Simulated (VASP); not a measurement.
A run of VASP 6.6.1:

INCAR

```
SYSTEM = Bi2Se3
ALGO = Normal
EDIFF = 1E-7
ENCUT = 520
GGA = CA
ISIF = 2
ISMEAR = -1
LASPH = .TRUE.
LCHARG = .FALSE.
LREAL = .FALSE.
LWAVE = .FALSE.
NBANDS = 32
NELM = 100
PREC = Accurate
SIGMA = 0.05
```

File KPOINTS:

```
k-points
0
G
  8 8 8
  0 0 0
```

The input POSCAR:

```
Bi2Se3
1.0
    2.0852189429      1.2039017179      9.6085493036
   -2.0852189429      1.2039017179      9.6085493036
    0.0000000000     -2.4078034360      9.6085493036
Bi Se
2 3
Direct
    0.5992000000      0.5992000000      0.5992000000
    0.4008000000      0.4008000000      0.4008000000
    0.7883000000      0.7883000000      0.7883000000
    0.2117000000      0.2117000000      0.2117000000
    0.0000000000      0.0000000000      0.0000000000
```

Potentials or basis: VASP PAW LDA potentials, release 64 (Bi_d, Se).

Command:

```sh
$ cat potpaw_LDA.64/Bi_d/POTCAR potpaw_LDA.64/Se/POTCAR > POTCAR
$ mpirun -np 1 vasp_std > vasp.out
```

Hardware: 1 thread of Intel(R) Xeon(R) 6975P-C (Granite Rapids) (shared host).

Q: Estimate the wall time of this run.

A: Wall time 16 min on 1 thread of Intel(R) Xeon(R) 6975P-C (Granite Rapids), with other jobs on the host, peak memory 0.8 GiB. Counts: scf iterations 14, k points 65.
